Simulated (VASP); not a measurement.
# Mg4TiN (F-43m) in VASP: relaxation of cell and atoms with PBE

Aim: the relaxation of cell and atoms of Mg4TiN with PBE.

Everything below comes from runs of VASP 6.6.1. Logs are shortened: lines on timing, memory, paths and dates and some standing lists are left out, and cuts for length are marked.

## (1) The cell of the first run

Symmetry: F-43m, No. 216, cubic system. Conventional cell: a = 8.674 Å, b = 8.674 Å, c = 8.674 Å, α = 90.00°, β = 90.00°, γ = 90.00°. Mg (site symmetry 3m) has 1 N at 1.94 Å within 2.6 Å. Ti (site symmetry -43m) has 12 Mg at 3.59 Å and 6 N at 4.34 Å within 4.7 Å. Within 2.6 Å of N (site symmetry -43m) lie 4 Mg at 1.94 Å.

The cell was generated, and may not be a known phase.

## (2) Relaxation of cell and atoms, PBE, collinear spin

File INCAR:

```
SYSTEM = Mg4TiN
PREC     = Accurate       ! precision mode
ENCUT    = 600            ! plane-wave cutoff, eV
EDIFF    = 1E-6           ! SCF threshold, eV
ISMEAR   = 0              ! smearing method
SIGMA    = 0.1            ! smearing width, eV
LREAL    = .False.        ! projectors in reciprocal space
LASPH    = .True.         ! aspherical terms in the spheres
NELM     = 150            ! most SCF steps
ALGO     = Normal         ! electronic algorithm
ISIF     = 3              ! what is computed and relaxed
LWAVE    = .False.        ! write WAVECAR
LCHARG   = .False.        ! write CHGCAR
ISPIN    = 2              ! spin polarisation
MAGMOM   = 0 0 0 0 2.51 0.17 ! initial moments
LORBIT   = 11             ! projections on sites
LMAXMIX  = 4              ! l up to which the mixer works
GGA      = PE             ! functional
IBRION   = 2              ! ionic algorithm
NSW      = 100            ! ionic steps
EDIFFG   = -0.01          ! ionic threshold
```

File KPOINTS:

```
Automatic mesh
0
Gamma
  8 8 8
  0 0 0
```

File POSCAR:

```
Mg4TiN
1.0
    0.0000000000      4.3369180571      4.3369180571
    4.3369180571      0.0000000000      4.3369180571
    4.3369180571      4.3369180571      0.0000000000
Mg Ti N
4 1 1
Direct
    0.6208354801      0.1374935597      0.6208354801
    0.6208354801      0.6208354801      0.6208354801
    0.1374935597      0.6208354801      0.6208354801
    0.6208354801      0.6208354801      0.1374935597
    0.2500000000      0.2500000000      0.2500000000
    0.7500000000      0.7500000000      0.7500000000
```

Potentials or basis: VASP PAW PBE potentials, release 64 (Mg, Ti_sv, N).

Run with:

```sh
cat potpaw_PBE.64/Mg/POTCAR potpaw_PBE.64/Ti_sv/POTCAR potpaw_PBE.64/N/POTCAR > POTCAR
mpirun -np 1 vasp_std > vasp.out
```

OUTCAR:

```text
SYSTEM = Mg4TiN
   PREC = Accurate
   ENCUT = 600
   EDIFF = 1E-6
   ISMEAR = 0
   LREAL = .False.
   LASPH = .True.
   NELM = 150
   ISIF = 3
   ISPIN = 2
   LORBIT = 11
   GGA = PE
   IBRION = 2
   NSW = 100
   EDIFFG = -0.01

 ion  position               nearest neighbor table
   1  0.621  0.137  0.621-   6 1.94   3 2.96   4 2.96   2 2.96   3 3.17   4 3.17   2 3.17
   2  0.621  0.621  0.621-   6 1.94   3 2.96   4 2.96   1 2.96   1 3.17   4 3.17   3 3.17
   3  0.137  0.621  0.621-   6 1.94   2 2.96   4 2.96   1 2.96   1 3.17   4 3.17   2 3.17
   4  0.621  0.621  0.137-   6 1.94   2 2.96   3 2.96   1 2.96   3 3.17   1 3.17   2 3.17
   5  0.250  0.250  0.250-
   6  0.750  0.750  0.750-   1 1.94   3 1.94   4 1.94   2 1.94

  LATTYP: Found a face centered cubic cell.
 ALAT       =     8.6738361142

  Lattice vectors:

 A1 = (   0.0000000000,   4.3369180571,   4.3369180571)
 A2 = (   4.3369180571,   0.0000000000,   4.3369180571)
 A3 = (   4.3369180571,   4.3369180571,   0.0000000000)

Analysis of symmetry for initial positions (statically):
=====================================================================
 Subroutine PRICEL returns:
 Original cell was already a primitive cell.

 Routine SETGRP: Setting up the symmetry group for a
 face centered cubic supercell.

 Subroutine GETGRP returns: Found 24 space group operations
 (whereof 24 operations were pure point group operations)
 out of a pool of 48 trial point group operations.

The static configuration has the point symmetry T_d .

Analysis of symmetry for dynamics (positions and initial velocities):
=====================================================================
 Subroutine PRICEL returns:
 Original cell was already a primitive cell.

 Routine SETGRP: Setting up the symmetry group for a
 face centered cubic supercell.

 Subroutine GETGRP returns: Found 24 space group operations
 (whereof 24 operations were pure point group operations)
 out of a pool of 48 trial point group operations.

The dynamic configuration has the point symmetry T_d .

Analysis of structural, dynamic, and magnetic symmetry:
=====================================================================
 Subroutine PRICEL returns:
 Original cell was already a primitive cell.

 Routine SETGRP: Setting up the symmetry group for a
 face centered cubic supercell.

 Subroutine GETGRP returns: Found 24 space group operations
 (whereof 24 operations were pure point group operations)
 out of a pool of 48 trial point group operations.

The overall configuration has the point symmetry T_d .

 Subroutine INISYM returns: Found 24 space group operations
 (whereof 24 operations are pure point group operations),
 and found     1 'primitive' translations

----------------------------------------------------------------------------------------

                                     Primitive cell

  volume of cell :     163.1450

  direct lattice vectors                    reciprocal lattice vectors
     0.000000000  4.336918057  4.336918057    -0.115289243  0.115289243  0.115289243
     4.336918057  0.000000000  4.336918057     0.115289243 -0.115289243  0.115289243
     4.336918057  4.336918057  0.000000000     0.115289243  0.115289243 -0.115289243

  length of vectors
     6.133328335  6.133328335  6.133328335     0.199686827  0.199686827  0.199686827

  position of ions in fractional coordinates (direct lattice)
     0.620835480  0.137493560  0.620835480
     0.620835480  0.620835480  0.620835480
     0.137493560  0.620835480  0.620835480
     0.620835480  0.620835480  0.137493560
     0.250000000  0.250000000  0.250000000
     0.750000000  0.750000000  0.750000000

  ion indices of the primitive-cell ions
   primitive index   ion index
                 1           1
                 2           2
                 3           3
                 4           4
                 5           5
                 6           6

----------------------------------------------------------------------------------------

 KPOINTS: Automatic mesh

Automatic generation of k-mesh.
 Grid dimensions read from file:
 generate k-points for:    8    8    8

 Generating k-lattice:

  Cartesian coordinates                     Fractional coordinates (reciprocal lattice)
    -0.014411155  0.014411155  0.014411155     0.125000000  0.000000000  0.000000000
     0.014411155 -0.014411155  0.014411155     0.000000000  0.125000000  0.000000000
     0.014411155  0.014411155 -0.014411155     0.000000000  0.000000000  0.125000000

  Length of vectors
     0.024960853  0.024960853  0.024960853

  Shift w.r.t. Gamma in fractional coordinates (k-lattice)
     0.000000000  0.000000000  0.000000000

 Subroutine IBZKPT returns following result:
 ===========================================

 Found     29 irreducible k-points:

 Following reciprocal coordinates:
            Coordinates               Weight
  0.000000  0.000000  0.000000      1.000000
  0.125000  0.000000  0.000000      8.000000
  0.250000  0.000000  0.000000      8.000000
  0.375000  0.000000  0.000000      8.000000
  0.500000  0.000000  0.000000      4.000000
  0.125000  0.125000  0.000000      6.000000
[... 16 lines left out ...]
  0.500000  0.250000  0.125000     48.000000
 -0.375000  0.250000  0.125000     24.000000
 [... further k-points ...]
   k-points           NKPTS =     29   k-points in BZ     NKDIM =     29   number of bands    NBANDS=     17
   number of dos      NEDOS =    301   number of ions     NIONS =      6
   total plane-waves  NPLWV = 125000
   dimension x,y,z NGX =    50 NGY =   50 NGZ =   50
   dimension x,y,z NGXF=   100 NGYF=  100 NGZF=  100
   ions per type =               4   1   1
   NGX,Y,Z   is equivalent  to a cutoff of  13.55, 13.55, 13.55 a.u.
   NGXF,Y,Z  is equivalent  to a cutoff of  27.11, 27.11, 27.11 a.u.
 SYSTEM =  Mg4TiN
   PREC   = accura    normal or accurate (medium, high low for compatibility)
   ISTART =      0    job   : 0-new  1-cont  2-samecut
   ICHARG =      2    charge: 1-file 2-atom 10-const
   ISPIN  =      2    spin polarized calculation?
   LNONCOLLINEAR =      F non collinear calculations
   LSORBIT =      F    spin-orbit coupling
   LASPH  =      T    aspherical Exc in radial PAW
   ENCUT  =  600.0 eV  44.10 Ry    6.64 a.u.  12.25 12.25 12.25*2*pi/ulx,y,z
   NELM   =    150;   NELMIN=  2; NELMDL= -5     # of ELM steps
   EDIFF  = 0.1E-05   stopping-criterion for ELM
   LREAL  =      F    real-space projection
   EDIFFG = -.1E-01   stopping-criterion for IOM
   NSW    =    100    number of steps for IOM
   IBRION =      2    ionic relax: 0-MD 1-quasi-New 2-CG
   NFREE  =      1    steps in history (QN), initial steepest desc. (CG)
   ISIF   =      3    stress and relaxation
   ISYM   =      2    0-nonsym 1-usesym 2-fastsym
   POTIM  = 0.5000    time-step for ionic-motion
   TEBEG  =    0.0;   TEEND  =   0.0 temperature during run
   PSTRESS=    0.0 pullay stress
   NELECT =      25.0000    total number of electrons
   NUPDOWN=      -1.0000    fix difference up-down
   EMIN   =  10.00;   EMAX   =-10.00  energy-range for DOS
   EFERMI =   0.00;   METHOD = LEGACY
   ISMEAR =     0;   SIGMA  =   0.10  broadening in eV -4-tet -1-fermi 0-gaus
   EFERMI_NEDOS =   21; number of points for ismear=-14 and -15
   IALGO  =     38    algorithm
   IMIX   =      4    mixing-type and parameters
     AMIX     =   0.40;   BMIX     =  1.00
     AMIX_MAG =   1.60;   BMIX_MAG =  1.00
  volume/ion in A,a.u.               =      27.19       183.49
  Fermi-wavevector in a.u.,A,eV,Ry     =   0.876053  1.655500 10.442043  0.767469
  Thomas-Fermi vector in A             =   1.995809
   LORBIT       =     11    0 simple, 1 ext, 2 COOP (PROOUT), +10 PAW based schemes
   GGA     = PE    functional components
   LHFCALC =     F    Hartree Fock is set to
   AEXX    =    0.0000 exact exchange contribution
   IVDW    =     0    specifies the selected vdW correction
   LEPSILON=     F    determine dielectric tensor
   LRPA    =     F    only Hartree local field effects (RPA)
 conjugate gradient relaxation of ions
 spin polarized calculation
 Gauss-broadening in eV      SIGMA  =   0.10
  energy-cutoff  :      600.00
  volume of cell :      163.14
 maximum number of plane-waves:      5577
 NGX is ok and might be reduce to    50
   NGX = 25   NGY = 25   NGZ = 25

--------------------------------------- Ionic step        1  -------------------------------------------

 number of electron      24.9999998 magnetization      -0.0186459

 number of electron      24.9999998 magnetization       0.0222359

 Free energy of the ion-electron system (eV)
  ---------------------------------------------------
  ext. energy  EPLUGINS =         0.00000000
  ---------------------------------------------------
  free energy    TOTEN  =       -19.18404275 eV

  energy without entropy =      -19.12657304  energy(sigma->0) =      -19.15530790

------------------------ aborting loop because EDIFF is reached ----------------------------------------

  FORCE on cell =-STRESS in cart. coord.  units (eV):
  Direction    XX          YY          ZZ          XY          YZ          ZX
  --------------------------------------------------------------------------------------
  -------------------------------------------------------------------------------------
  Total       -0.2785150     -0.2785150     -0.2785150      0.0000000      0.0000000      0.0000000
  in kB       -2.7351773     -2.7351773     -2.7351773      0.0000000      0.0000000      0.0000000
  external PRESSURE =      -2.7351773 kB  Pullay stress =       0.0000000 kB
[... 109 lines left out ...]
--------------------------------------- Ionic step        4  -------------------------------------------

 number of electron      25.0000000 magnetization      -0.0151624

 number of electron      25.0000000 magnetization       0.0490088

 Free energy of the ion-electron system (eV)
  ---------------------------------------------------
  ext. energy  EPLUGINS =         0.00000000
  ---------------------------------------------------
  free energy    TOTEN  =       -19.19619155 eV

  energy without entropy =      -19.14048766  energy(sigma->0) =      -19.16833960

 E-fermi :   1.5230     XC(G=0):  -7.7203

 val. band max:        1.5227738797   @ k =  -0.3750   0.5000   0.1250
 cond. band min:       1.5257979077   @ k =  -0.2500   0.2500   0.0000
 fundamental gap:      0.0030240280
 Fermi energy:         1.5230084401

 spin component 1

 k-point     1 :       0.0000    0.0000    0.0000
  band No.  band energies     occupation
      1     -56.0531      1.00000
      2     -32.3017      1.00000
      3     -32.3017      1.00000
      4     -32.3017      1.00000
      5     -11.7777      1.00000
      6      -3.1218      1.00000
[... 9 lines left out ...]
     16       3.3467      0.00000
     17       3.3467      0.00000
[... 445 lines left out ...]
      3     -32.3017      1.00000
      4     -32.3017      1.00000
      5     -11.7608      1.00000
      6      -2.8978      1.00000
[... 9 lines left out ...]
     16       2.3134      0.00000
     17       2.3474      0.00000

 [... further k-points ...]

 spin component 2

 k-point     1 :       0.0000    0.0000    0.0000
  band No.  band energies     occupation
      1     -56.1110      1.00000
      2     -32.3585      1.00000
      3     -32.3585      1.00000
      4     -32.3585      1.00000
      5     -11.7605      1.00000
      6      -3.0862      1.00000
[... 9 lines left out ...]
     16       3.2002      0.00000
     17       3.2002      0.00000
[... 493 lines left out ...]
  FREE ENERGIE OF THE ION-ELECTRON SYSTEM (eV)
  ---------------------------------------------------
  free  energy   TOTEN  =       -19.1961915503 eV

  energy  without entropy=      -19.1404876582  energy(sigma->0) =      -19.16833960

 reached required accuracy - stopping structural energy minimisation

 total charge

# of ion       s       p       d       tot
------------------------------------------
    1        0.210   0.154   0.032   0.396
    2        0.210   0.154   0.032   0.396
    3        0.210   0.154   0.032   0.396
    4        0.210   0.154   0.032   0.396
    5        2.185   5.989   1.817   9.991
    6        1.263   2.461   0.000   3.724
--------------------------------------------------
tot          4.290   9.065   1.943  15.298

 magnetization (x)

# of ion       s       p       d       tot
------------------------------------------
    1        0.002   0.004   0.000   0.005
    2        0.002   0.004   0.000   0.005
    3        0.002   0.004   0.000   0.005
    4        0.002   0.004   0.000   0.005
    5       -0.000   0.004  -0.071  -0.068
    6        0.001   0.009   0.000   0.010
--------------------------------------------------
tot          0.008   0.027  -0.070  -0.036
```

Wall time 34 min (1 thread of Oxide Virtual Turin-like, shared host); peak memory 0.53 GiB.

What came out:

```yaml
Free_energy: -19.1962 eV
Relaxed_volume: 26.71 Å³/atom
Relaxed_cell: a = 6.097 Å, b = 6.097 Å, c = 6.097 Å, α = 60.00°, β = 60.00°, γ = 60.00°
Space_group_after_relaxing_to_0.1_Å: F-43m (No. 216)
Energy_gained_by_relaxing: 2.0 meV/atom
Ionic_steps: 4
Pressure_after_relaxing: 0.0 GPa
Net_moment: 0.05 μB per cell
Site_moments: Mg +0.01; Ti -0.07; N +0.01 μB
Valence_electrons_inside_the_program's_atomic_spheres: Mg 0.40; Ti 9.99; N 3.72
```

Step by step:
| step | energy change (eV) | largest force (eV/Å) | pressure (GPa) | volume (Å³) |
| --- | --- | --- | --- | --- |
| 1 | 0.0000 | 0.2675 | -0.27 | 163.14 |
| 2 | -0.0102 | 0.0526 | -0.28 | 162.05 |
| 3 | -0.0111 | 0.0382 | -0.27 | 161.60 |
| 4 | -0.0121 | 0.0013 | 0.04 | 160.26 |

Final structure:
```yaml
crystal:
  lattice:
    - [0.00000, 4.31123, 4.31123]
    - [4.31123, 0.00000, 4.31123]
    - [4.31123, 4.31123, 0.00000]
  atoms:
    - { symbol: Mg, position: [0.61962, 0.14115, 0.61962] }
    - { symbol: Mg, position: [0.61962, 0.61962, 0.61962] }
    - { symbol: Mg, position: [0.14115, 0.61962, 0.61962] }
    - { symbol: Mg, position: [0.61962, 0.61962, 0.14115] }
    - { symbol: Ti, position: [0.25000, 0.25000, 0.25000] }
    - { symbol: N, position: [0.75000, 0.75000, 0.75000] }
```

Levels at points of the mesh, in eV from the Fermi level:
Spin up:
```
           k point  band 9  band 10  band 11  band 12  band 13  band 14  band 15  band 16
(0.00, 0.00, 0.00)   -2.92    -0.43    -0.43    -0.43    -0.22    -0.22     0.61     1.82
(0.50, 0.00, 0.00)   -2.87    -1.25    -0.27    -0.27     0.13     0.13     0.29     0.79
(0.50, 0.50, 0.00)   -2.38    -2.19    -0.32    -0.03     0.02     0.02     0.19     0.85
```
Spin down:
```csv
k point,band 10,band 11,band 12,band 13,band 14,band 15
"(0.00, 0.00, 0.00)",-0.64,-0.64,-0.64,0.27,0.27,0.62
"(0.50, 0.00, 0.00)",-1.25,-0.39,-0.39,-0.01,0.59,0.59
"(0.50, 0.50, 0.00)",-2.19,-0.13,-0.13,-0.06,0.11,0.53
```
